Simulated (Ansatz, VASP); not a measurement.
OsAu2 in VASP and in Ansatz

```
Os Au
1.0
     3.69095    0.00000    0.00000
    -1.84548    3.19646    0.00000
     0.00000    0.00000    3.98525
Os Au
1 2
Direct
  0.00000 0.00000 0.00000
  0.33333 0.66667 0.50000
  0.66667 0.33333 0.50000
```

Alike in both runs: task relaxation of cell and atoms; functional PBE; k mesh 6 × 6 × 4; occupations gaussian, width 0.1 eV; no spin polarisation.

|  | VASP | Ansatz |
| --- | --- | --- |
| version | VASP 6.6.1 | Ansatz 0.2.0 |
| potentials or method | VASP PAW PBE potentials, release 64 (Os, Au), cutoff 600 eV | scalar-relativistic, plane waves, PAW |
| valence electrons in the cell | 30 | 54 |

|  | VASP | Ansatz | Ansatz less VASP |
| --- | --- | --- | --- |
| gap on the k mesh at the Fermi level, each at its own relaxed structure (eV) | none | none | - |
| relaxed volume (Å³/atom) | 16.85 | 16.88 | +0.023 |
| relaxed cell length with the largest relative difference (Å) | 2.626 | 2.629 | +0.0031 |

A gap of «none» marks a metal or a gap that the smearing closes. VASP's potentials hold 30 valence electrons a cell and Ansatz's 54, so a difference there can come from the potentials and not from the codes.

The k mesh is coarse, so the values compare programs but aren't converged. Spin-orbit coupling is off throughout.
